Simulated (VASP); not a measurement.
AlP, 2 atoms in the cell. It takes space group F-43m (No. 216, cubic). Conventional cell: a = 5.416 Å, b = 5.416 Å, c = 5.416 Å, α = 90.00°, β = 90.00°, γ = 90.00°. Within 3.1 Å of Al (site symmetry -43m) lie 4 P at 2.35 Å. P (site symmetry -43m) has 4 Al at 2.35 Å within 3.1 Å.  This cell differs from its parent crystal: strained cell.

| Item | Value |
| --- | --- |
| Program | VASP 6.6.1 |
| Task | single point |
| Functional | PBEsol |
| Potentials or basis | VASP PAW PBE potentials, release 64 (Al, P) |
| Cutoff | 500 eV |
| k mesh | 8 × 8 × 8 |
| Occupations | gaussian, width 0.02 eV |
| Spin | no spin polarisation |
| Dipole correction | no |
| Further INCAR settings | ALGO = Normal; EDIFF = 1e-06; NBANDS = 11 |

Potentials or basis: VASP PAW PBE potentials, release 64 (Al, P).

Command:

```console
$ cat potpaw_PBE.64/Al/POTCAR potpaw_PBE.64/P/POTCAR > POTCAR
$ mpirun -np 1 vasp_std > vasp.out
```

Hardware: 1 thread of Intel(R) Xeon(R) Platinum 8259CL CPU @ 2.50GHz (Skylake/Cascade Lake), with other jobs on the host.

Q: Estimate the wall time of this run.

A: Run time: 9.5 s on 1 thread of Intel(R) Xeon(R) Platinum 8259CL CPU @ 2.50GHz (Skylake/Cascade Lake) (shared host), peak memory 0.15 GiB. Counts: scf iterations 12, k points 29.
